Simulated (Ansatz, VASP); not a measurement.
# Two plane-wave programs on Cu4Mo

```
Cu Mo
1.0
     3.50207    0.00000    0.00000
    -1.75103    3.03288    0.00000
     0.00000    0.00000    6.56548
Cu Mo
4 1
Cartesian
  0.0000 2.0219 4.4000
  0.0000 2.0219 2.1655
  1.7510 1.0110 2.1655
  1.7510 1.0110 4.4000
  0.0000 0.0000 3.2827
```

Alike in both runs: task relaxation of cell and atoms; functional PBE; k mesh 6 × 6 × 4; occupations gaussian, width 0.1 eV; no spin polarisation.

|  | VASP | Ansatz |
| --- | --- | --- |
| version | VASP 6.6.1 | Ansatz 0.2.0 |
| potentials or method | VASP PAW PBE potentials, release 64 (Cu, Mo_sv), cutoff 600 eV | scalar-relativistic, plane waves, PAW |
| valence electrons in the cell | 58 | 90 |

```csv
,VASP,Ansatz,Ansatz less VASP
"gap on the k mesh at the Fermi level, each at its own relaxed structure (eV)",none,none,-
relaxed volume (Å³/atom),14.44,14.40,-0.035
relaxed cell length with the largest relative difference (Å),4.827,4.816,-0.0112
```

A gap of «none» marks a metal or a gap that the smearing closes. VASP's potentials hold 58 valence electrons a cell and Ansatz's 90, so a difference there can come from the potentials and not from the codes.
